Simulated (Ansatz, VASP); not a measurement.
**La: VASP beside Ansatz**

```
La
1.0
     6.65604    0.00000    0.00000
     0.00000    6.65604    0.00000
     0.00000    0.00000    6.65604
La
8
Direct
  0.00000 0.00000 0.00000
  0.50000 0.50000 0.50000
  0.25000 0.00000 0.50000
  0.75000 0.00000 0.50000
  0.50000 0.25000 0.00000
  0.50000 0.75000 0.00000
  0.00000 0.50000 0.25000
  0.00000 0.50000 0.75000
```

Alike in both runs: functional r2SCAN; k mesh 4 × 4 × 4; occupations fermi-dirac, width 0.1 eV; no spin polarisation.

Ansatz relaxed the structure, and its values are those at the end. VASP's run is a single point on that final structure, the one shown.

|  | VASP | Ansatz |
| --- | --- | --- |
| version | VASP 6.6.1 | Ansatz 0.2.0 |
| potentials or method | VASP PAW PBE potentials, release 64 (La), cutoff 520 eV | plane waves (500 eV) with PAW, scalar-relativistic |
| valence electrons in the cell | 88 | 88 |

```tsv
	VASP	Ansatz	Ansatz less VASP
pressure (GPa)	0.0	0.0	-0.05
```

VASP's potentials were made for PBE, not for r2SCAN.

Neither program's run includes spin-orbit coupling.
